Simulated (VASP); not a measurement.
# BN (zinc blende) (F-43m) in VASP: notebook, part 2 of 2

VASP 6.6.1.

### Step 4. Single point, PBE (volume scaled by 0.75)

The input, INCAR:

```
SYSTEM = BN
ALGO     = Normal         ! electronic algorithm
EDIFF    = 1E-6           ! SCF threshold, eV
ENCUT    = 600            ! plane-wave cutoff, eV
GGA      = PE             ! functional
GGA_COMPAT= .False.      
ISIF     = 2              ! what is computed and relaxed
ISMEAR   = 0              ! smearing method
LASPH    = .True.         ! aspherical terms in the spheres
LCHARG   = .True.         ! write CHGCAR
LELF     = .True.         ! ELF
LREAL    = .False.        ! projectors in reciprocal space
LVHAR    = .True.       
LWAVE    = .False.        ! write WAVECAR
NBANDS   = 11             ! bands
NELM     = 120            ! most SCF steps
PREC     = Accurate       ! precision mode
SIGMA    = 0.01           ! smearing width, eV
```

The input, KPOINTS:

```
k-points
0
Gamma
  10 10 10
  0 0 0
```

The input, POSCAR:

```
BN
1.0
    0.0000000000      1.6423135918      1.6423135918
    1.6423135918      0.0000000000      1.6423135918
    1.6423135918      1.6423135918      0.0000000000
B N
1 1
Direct
    0.0000000000      0.0000000000      0.0000000000
    0.2500000000      0.2500000000      0.2500000000
```

Potentials or basis: VASP PAW PBE potentials, release 64 (B, N).

The run is started by

```console
> cat potpaw_PBE.64/B/POTCAR potpaw_PBE.64/N/POTCAR > POTCAR
> mpirun -np 1 vasp_std > vasp.out
```

OUTCAR:

```text
SYSTEM = BN
   EDIFF = 1E-6
   ENCUT = 600
   GGA = PE
   ISIF = 2
   ISMEAR = 0
   LASPH = .True.
   LREAL = .False.
   NELM = 120
   PREC = Accurate

 ion  position               nearest neighbor table
   1  0.000  0.000  0.000-   2 1.42   2 1.42   2 1.42   2 1.42
   2  0.250  0.250  0.250-   1 1.42   1 1.42   1 1.42   1 1.42

  LATTYP: Found a face centered cubic cell.
 ALAT       =     3.2846271836

  Lattice vectors:

 A1 = (   0.0000000000,   1.6423135918,   1.6423135918)
 A2 = (   1.6423135918,   0.0000000000,   1.6423135918)
 A3 = (   1.6423135918,   1.6423135918,   0.0000000000)

Analysis of symmetry for initial positions (statically):
=====================================================================
 Subroutine PRICEL returns:
 Original cell was already a primitive cell.

 Routine SETGRP: Setting up the symmetry group for a
 face centered cubic supercell.

 Subroutine GETGRP returns: Found 24 space group operations
 (whereof 24 operations were pure point group operations)
 out of a pool of 48 trial point group operations.

The static configuration has the point symmetry T_d .

Analysis of symmetry for dynamics (positions and initial velocities):
=====================================================================
 Subroutine PRICEL returns:
 Original cell was already a primitive cell.

 Routine SETGRP: Setting up the symmetry group for a
 face centered cubic supercell.

 Subroutine GETGRP returns: Found 24 space group operations
 (whereof 24 operations were pure point group operations)
 out of a pool of 48 trial point group operations.

The dynamic configuration has the point symmetry T_d .

 Subroutine INISYM returns: Found 24 space group operations
 (whereof 24 operations are pure point group operations),
 and found     1 'primitive' translations

----------------------------------------------------------------------------------------

                                     Primitive cell

  volume of cell :       8.8593

  direct lattice vectors                    reciprocal lattice vectors
     0.000000000  1.642313592  1.642313592    -0.304448555  0.304448555  0.304448555
     1.642313592  0.000000000  1.642313592     0.304448555 -0.304448555  0.304448555
     1.642313592  1.642313592  0.000000000     0.304448555  0.304448555 -0.304448555

  length of vectors
     2.322582155  2.322582155  2.322582155     0.527320366  0.527320366  0.527320366

  position of ions in fractional coordinates (direct lattice)
     0.000000000  0.000000000  0.000000000
     0.250000000  0.250000000  0.250000000

  ion indices of the primitive-cell ions
   primitive index   ion index
                 1           1
                 2           2

----------------------------------------------------------------------------------------

 KPOINTS: k-points

Automatic generation of k-mesh.
 Grid dimensions read from file:
 generate k-points for:   10   10   10

 Generating k-lattice:

  Cartesian coordinates                     Fractional coordinates (reciprocal lattice)
    -0.030444856  0.030444856  0.030444856     0.100000000  0.000000000  0.000000000
     0.030444856 -0.030444856  0.030444856     0.000000000  0.100000000  0.000000000
     0.030444856  0.030444856 -0.030444856     0.000000000  0.000000000  0.100000000

  Length of vectors
     0.052732037  0.052732037  0.052732037

  Shift w.r.t. Gamma in fractional coordinates (k-lattice)
     0.000000000  0.000000000  0.000000000

 Subroutine IBZKPT returns following result:
 ===========================================

 Found     47 irreducible k-points:

 Following reciprocal coordinates:
            Coordinates               Weight
  0.000000  0.000000  0.000000      1.000000
  0.100000  0.000000  0.000000      8.000000
  0.200000  0.000000  0.000000      8.000000
  0.300000  0.000000  0.000000      8.000000
  0.400000  0.000000  0.000000      8.000000
  0.500000  0.000000  0.000000      4.000000
[... 16 lines left out ...]
  0.300000  0.300000  0.000000      6.000000
  0.400000  0.300000  0.000000     24.000000
 [... further k-points ...]
   k-points           NKPTS =     47   k-points in BZ     NKDIM =     47   number of bands    NBANDS=     11
   number of dos      NEDOS =    301   number of ions     NIONS =      2
   total plane-waves  NPLWV =   8000
   dimension x,y,z NGX =    20 NGY =   20 NGZ =   20
   dimension x,y,z NGXF=    40 NGYF=   40 NGZF=   40
   ions per type =               1   1
   NGX,Y,Z   is equivalent  to a cutoff of  14.32, 14.32, 14.32 a.u.
   NGXF,Y,Z  is equivalent  to a cutoff of  28.63, 28.63, 28.63 a.u.
 SYSTEM =  BN
   PREC   = accura    normal or accurate (medium, high low for compatibility)
   ISTART =      0    job   : 0-new  1-cont  2-samecut
   ICHARG =      2    charge: 1-file 2-atom 10-const
   ISPIN  =      1    spin polarized calculation?
   LNONCOLLINEAR =      F non collinear calculations
   LSORBIT =      F    spin-orbit coupling
   LASPH  =      T    aspherical Exc in radial PAW
   ENCUT  =  600.0 eV  44.10 Ry    6.64 a.u.   4.64  4.64  4.64*2*pi/ulx,y,z
   NELM   =    120;   NELMIN=  2; NELMDL= -5     # of ELM steps
   EDIFF  = 0.1E-05   stopping-criterion for ELM
   LREAL  =      F    real-space projection
   EDIFFG = 0.1E-04   stopping-criterion for IOM
   NSW    =      0    number of steps for IOM
   IBRION =     -1    ionic relax: 0-MD 1-quasi-New 2-CG
   NFREE  =      0    steps in history (QN), initial steepest desc. (CG)
   ISIF   =      2    stress and relaxation
   ISYM   =      2    0-nonsym 1-usesym 2-fastsym
   POTIM  = 0.5000    time-step for ionic-motion
   TEBEG  =    0.0;   TEEND  =   0.0 temperature during run
   PSTRESS=    0.0 pullay stress
   NELECT =       8.0000    total number of electrons
   NUPDOWN=      -1.0000    fix difference up-down
   EMIN   =  10.00;   EMAX   =-10.00  energy-range for DOS
   EFERMI =   0.00;   METHOD = LEGACY
   ISMEAR =     0;   SIGMA  =   0.01  broadening in eV -4-tet -1-fermi 0-gaus
   EFERMI_NEDOS =   21; number of points for ismear=-14 and -15
   IALGO  =     38    algorithm
   IMIX   =      4    mixing-type and parameters
     AMIX     =   0.40;   BMIX     =  1.00
     AMIX_MAG =   1.60;   BMIX_MAG =  1.00
  volume/ion in A,a.u.               =       4.43        29.89
  Fermi-wavevector in a.u.,A,eV,Ry     =   1.582360  2.990228 34.067144  2.503864
  Thomas-Fermi vector in A             =   2.682295
   LORBIT       =      0    0 simple, 1 ext, 2 COOP (PROOUT), +10 PAW based schemes
   GGA     = PE    functional components
   LHFCALC =     F    Hartree Fock is set to
   AEXX    =    0.0000 exact exchange contribution
   IVDW    =     0    specifies the selected vdW correction
   LEPSILON=     F    determine dielectric tensor
   LRPA    =     F    only Hartree local field effects (RPA)
 non-spin polarized calculation
 Gauss-broadening in eV      SIGMA  =   0.01
  energy-cutoff  :      600.00
  volume of cell :        8.86
 maximum number of plane-waves:       307
   NGX =  9   NGY =  9   NGZ =  9

 number of electron       8.0000000 magnetization

 Free energy of the ion-electron system (eV)
  ---------------------------------------------------
  ext. energy  EPLUGINS =         0.00000000
  ---------------------------------------------------
  free energy    TOTEN  =       -16.01719183 eV

  energy without entropy =      -16.01719183  energy(sigma->0) =      -16.01719183

 E-fermi :  11.6317     XC(G=0): -14.2999

 val. band max:       11.3864946009   @ k =   0.0000   0.0000   0.0000
 cond. band min:      16.0989956278   @ k =   0.5000   0.5000   0.0000
 fundamental gap:      4.7125010270
 Fermi energy:        11.6316505663

 k-point     1 :       0.0000    0.0000    0.0000
  band No.  band energies     occupation
      1     -12.5044      2.00000
      2      11.3865      2.00000
      3      11.3865      2.00000
      4      11.3865      2.00000
      5      21.5810      0.00000
      6      21.5810      0.00000
      7      21.5810      0.00000
      8      26.8243      0.00000
      9      41.9020      0.00000
     10      42.9299      0.00000
     11      42.9299      0.00000
[... 309 lines left out ...]
 k-point    24 :       0.4000    0.3000    0.0000
  band No.  band energies     occupation
      1      -7.6679      2.00000
      2       3.3208      2.00000
      3       5.4738      2.00000
      4       5.9389      2.00000
      5      18.2758      0.00000
      6      23.7225      0.00000
      7      30.7370      0.00000
      8      31.0111      0.00000
      9      36.1994      0.00000
     10      45.3191      0.00000
     11      48.3179      0.00000

 [... further k-points ...]
[... 5 lines left out ...]
  --------------------------------------------------------------------------------------
  -------------------------------------------------------------------------------------
  Total       10.4123698     10.4123698     10.4123698      0.0000000      0.0000000     -0.0000000
  in kB     1883.0502518   1883.0502518   1883.0502518      0.0000000      0.0000000     -0.0000000
  external PRESSURE =    1883.0502518 kB  Pullay stress =       0.0000000 kB

 VOLUME and BASIS-vectors are now :
 -----------------------------------------------------------------------------
  energy-cutoff  :      600.00
  volume of cell :        8.86
      direct lattice vectors                 reciprocal lattice vectors
     0.000000000  1.642313592  1.642313592    -0.304448555  0.304448555  0.304448555
     1.642313592  0.000000000  1.642313592     0.304448555 -0.304448555  0.304448555
     1.642313592  1.642313592  0.000000000     0.304448555  0.304448555 -0.304448555

 POSITION                                       TOTAL-FORCE (eV/Angst)
 -----------------------------------------------------------------------------------
      0.00000      0.00000      0.00000        -0.000000     -0.000000     -0.000000
      0.82116      0.82116      0.82116         0.000000      0.000000      0.000000
 -----------------------------------------------------------------------------------
    total drift:                                0.000000      0.000000     -0.000000

  FREE ENERGIE OF THE ION-ELECTRON SYSTEM (eV)
  ---------------------------------------------------
  free  energy   TOTEN  =       -16.0171918316 eV

  energy  without entropy=      -16.0171918316  energy(sigma->0) =      -16.01719183
```

It took 6.2 s on 1 thread of Intel Xeon Platinum 8488C (Sapphire Rapids), shared host; peak memory 0.11 GiB.

What came out:

```yaml
Free_energy: -16.0172 eV
Pressure: 188.3 GPa
Band_gap_on_the_k_mesh: 4.71 eV, indirect (least direct gap 10.19 eV)
```

### Step 5. Overview

| cell | cutoff (eV) | gap on the mesh (eV) | pressure (GPa) |
| --- | --- | --- | --- |
| a = 2.403 Å, angles 60.0°, 2 atoms | 520 | 4.63 | 102.7 |
| a = 2.373 Å, angles 60.0°, 2 atoms | 600 | 4.66 | 131.2 |
| a = 2.323 Å, angles 60.0°, 2 atoms | 600 | 4.71 | 188.3 |

Alike in all rows: task single point; level PBE; potentials or basis VASP PAW PBE potentials, release 64 (B, N); no spin polarisation; k mesh 10 × 10 × 10; smearing gaussian 0.01 eV.

Total energies depend on the potentials used, so only differences within one code and one set of settings carry meaning.
